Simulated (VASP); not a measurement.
Here is a VASP 6.6.1 calculation.

Contents of INCAR:

```
SYSTEM = Sc
PREC = Accurate ; ENCUT = 520
EDIFF = 1E-6 ; ISMEAR = -1
SIGMA = 0.05 ; LREAL = .False.
LASPH = .True. ; NELM = 100
ALGO = Normal ; ISIF = 2
LWAVE = .False. ; LCHARG = .False.
GGA = PE ; NBANDS = 30
```

Contents of KPOINTS:

```
regular mesh
0
Gamma
  12 12 4
  0 0 0
```

The input POSCAR:

```
Sc
1.0
    2.9146950570      0.0000000000      0.0000000000
   -1.4573475285      2.5241999637      0.0000000000
    0.0000000000      0.0000000000      9.3742870429
Sc
4
Direct
    0.0000000000      0.0000000000      0.0000000000
    0.0000000000      0.0000000000      0.5000000000
    0.3333333333      0.6666666667      0.2500000000
    0.6666666667      0.3333333333      0.7500000000
```

Potentials or basis: VASP PAW PBE potentials, release 64 (Sc_sv).

Run with:

```bash
$ cat potpaw_PBE.64/Sc_sv/POTCAR > POTCAR
$ mpirun -np 1 vasp_std > vasp.out
```

Question: Estimate the band gap on the k mesh.

Answer: Zero (band 22 reaches 7.44 eV, above the bottom of band 23 at 5.65 eV).

Question: Estimate the pressure.

Answer: 32.3 GPa.

Stress tensor (GPa, compression positive):
```
32.37  0.00  0.00
 0.00 32.37  0.00
 0.00  0.00 32.12
```
